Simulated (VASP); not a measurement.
Crystal: Be.

```xyz
2
Lattice="2.3224 0.0000 0.0000 -1.1612 2.0112 0.0000 0.0000 0.0000 3.6317" Properties=species:S:1:pos:R:3 pbc="T T T"
Be    0.0000    1.3408    0.9079
Be    1.1612    0.6704    2.7238
```

| Item | Value |
| --- | --- |
| Program | VASP 6.6.1 |
| Task | relaxation of cell and atoms |
| Functional | PBEsol |
| Potentials or basis | VASP PAW PBE potentials, release 64 (Be) |
| Cutoff | 600 eV |
| k mesh | 12 × 12 × 8 |
| Occupations | gaussian, width 0.0413 eV |
| Spin | no spin polarisation |

At the start: pressure -8.3 GPa; volume 8.48 Å³/atom.

Q: Where does the relaxation end?

A: Over 5 steps the energy falls by 17.4 meV/atom and the volume is 7.85 Å³/atom (-7.5 %); space group P6_3/mmc (No. 194, to 0.05 Å).

Step by step:
```csv
step,energy change (eV),largest force (eV/Å),pressure (GPa),volume (Å³)
1,0.0000,0.0000,-8.33,16.96
2,-0.0338,0.0000,-1.46,15.90
3,-0.0347,0.0000,-0.02,15.72
4,-0.0347,0.0000,0.17,15.69
5,-0.0348,0.0000,0.14,15.69
```

Final structure:
```
CELL_PARAMETERS angstrom
2.25761 0.00000 0.00000
-1.12881 1.95515 0.00000
0.00000 0.00000 3.55486
ATOMIC_POSITIONS crystal
Be 0.33333 0.66667 0.25000
Be 0.66666 0.33333 0.75000
```

Caveat: the PAW data sets were made with another functional, which shifts forces and pressure a little.
